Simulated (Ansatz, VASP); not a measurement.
## Two plane-wave programs on Al2Cu

File INCAR:

```
SYSTEM = Al2Cu
PREC = Accurate
ENCUT = 520
EDIFF = 1E-6
ISMEAR = 0
SIGMA = 0.1
LREAL = .False.
LASPH = .True.
NELM = 100
ALGO = Fast
ISIF = 2
LWAVE = .False.
LCHARG = .False.
GGA = PS
NBANDS = 16
```

Contents of KPOINTS:

```
Automatic mesh
0
Gamma
  10 10 14
  0 0 0
```

Contents of POSCAR:

```
Al2Cu
1.0
    4.1051820000      0.0000000000      0.0000000000
    0.0000000000      4.1051820000      0.0000000000
    0.0000000000      0.0000000000      2.8913130000
Al Cu
2 1
Direct
    0.5000000000      0.0000000000      0.5000000000
    0.0000000000      0.5000000000      0.5000000000
    0.0000000000      0.0000000000      0.0000000000
```

Input for Ansatz:

```yaml
crystal:
  lattice:
    - [4.105182, 0.0, 0.0]
    - [0.0, 4.105182, 0.0]
    - [0.0, 0.0, 2.891313]
  atoms:
    - { symbol: Al, position: [0.5, 0.0, 0.5] }
    - { symbol: Al, position: [0.0, 0.5, 0.5] }
    - { symbol: Cu, position: [0.0, 0.0, 0.0] }
basis:
  ecutwfc: 420
kpoints:
  mp_grid: { grid: [10, 10, 14] }
hamiltonian:
  xc: pbesol
scf:
  occupations: { method: gaussian, width: 0.1 }
output:
  forces: true
  stress: true
  eigenvalues: true
```

Alike in both runs: task single point; functional PBEsol; k mesh 10 × 10 × 14; occupations gaussian, width 0.1 eV; no spin polarisation.

|  | VASP | Ansatz |
| --- | --- | --- |
| version | VASP 6.6.1 | Ansatz 0.2.0 |
| potentials or method | VASP PAW PBE potentials, release 64 (Al, Cu), cutoff 520 eV | scalar-relativistic, plane waves, PAW |
| valence electrons in the cell | 17 | 25 |

```csv
,VASP,Ansatz,Ansatz less VASP
gap on the k mesh at the Fermi level (eV),none,none,-
pressure (GPa),-2.3,-2.4,-0.12
"traceless stress, the component that is largest in VASP (GPa)",-0.64,-0.67,-0.029
```

VASP's potentials were made for PBE, not for PBEsol. A gap of «none» marks a metal or a gap that the smearing closes. VASP's potentials hold 17 valence electrons a cell and Ansatz's 25, so a difference there can come from the potentials and not from the codes.
